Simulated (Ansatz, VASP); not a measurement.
## One calculation of ZnO, two programs

File INCAR:

```
SYSTEM = ZnO
PREC = Accurate
ENCUT = 520
EDIFF = 1E-6
ISMEAR = -1
SIGMA = 0.02
LREAL = .False.
LASPH = .True.
NELM = 80
ALGO = Normal
ISIF = 2
LWAVE = .False.
LCHARG = .True.
GGA = PE
LELF = .True.
LVHAR = .True.
NBANDS = 26
```

KPOINTS

```
Automatic mesh
0
Gamma
  11 11 6
  0 0 0
```

The input POSCAR:

```
ZnO
1.0
    3.3468806856      0.0000000000      0.0000000000
   -1.6734403428      2.8984836972      0.0000000000
    0.0000000000      0.0000000000      5.2038000000
Zn O
2 2
Direct
    0.3333333333      0.6666666667      0.0000000000
    0.6666666667      0.3333333333      0.5000000000
    0.3333333333      0.6666666667      0.3821000000
    0.6666666667      0.3333333333      0.8821000000
```

Input for Ansatz:

```yaml
crystal:
  lattice:
    - [3.3468806856, 0.0, 0.0]
    - [-1.6734403428, 2.8984836972, 0.0]
    - [0.0, 0.0, 5.2038]
  atoms:
    - { symbol: Zn, position: [0.3333333333, 0.6666666667, 0.0] }
    - { symbol: Zn, position: [0.6666666667, 0.3333333333, 0.5] }
    - { symbol: O, position: [0.3333333333, 0.6666666667, 0.3821] }
    - { symbol: O, position: [0.6666666667, 0.3333333333, 0.8821] }
kpoints:
  mp_grid: { grid: [11, 11, 6] }
  band_path:
    path:
      - [0.0, 0.0, 0.0]
      - [0.5, 0.0, 0.0]
      - [0.3333333333, 0.3333333333, 0.0]
      - [0.0, 0.0, 0.0]
      - [0.0, 0.0, 0.5]
      - [0.5, 0.0, 0.5]
      - [0.3333333333, 0.3333333333, 0.5]
      - [0.0, 0.0, 0.5]
      - [0.5, 0.0, 0.5]
    npoints: 5
scf:
  occupations: { method: fermi_dirac, width: 0.02 }
hamiltonian:
  xc: pbe
  pseudopotentials: { kind: all_electron, lapw: { basis_error: 0.0005 } }
output:
  forces: true
  stress: true
  eigenvalues: true
```

Change from the starting cell: equal xx and yy strain of +3 %.

Alike in both runs: task single point; functional PBE; k mesh 11 × 11 × 6; occupations fermi-dirac, width 0.02 eV; no spin polarisation.

|  | VASP | Ansatz |
| --- | --- | --- |
| version | VASP 6.6.1 | Ansatz 0.2.0 |
| potentials or method | VASP PAW PBE potentials, release 64 (Zn, O), cutoff 520 eV | all-electron LAPW, scalar-relativistic |

```csv
,VASP,Ansatz,Ansatz less VASP
gap on the k mesh at the Fermi level (eV),0.73,0.76,+0.029
pressure (GPa),-2.0,-2.9,-0.90
"traceless stress, the component that is largest in VASP (GPa)",4.09,3.95,-0.148
rms of the force components (eV/Å),0.108,0.098,-0.0104
```

Atom by atom the forces differ by 0.010 eV/Å (rms over components). Ansatz ran all-electron here, and VASP with PAW potentials.
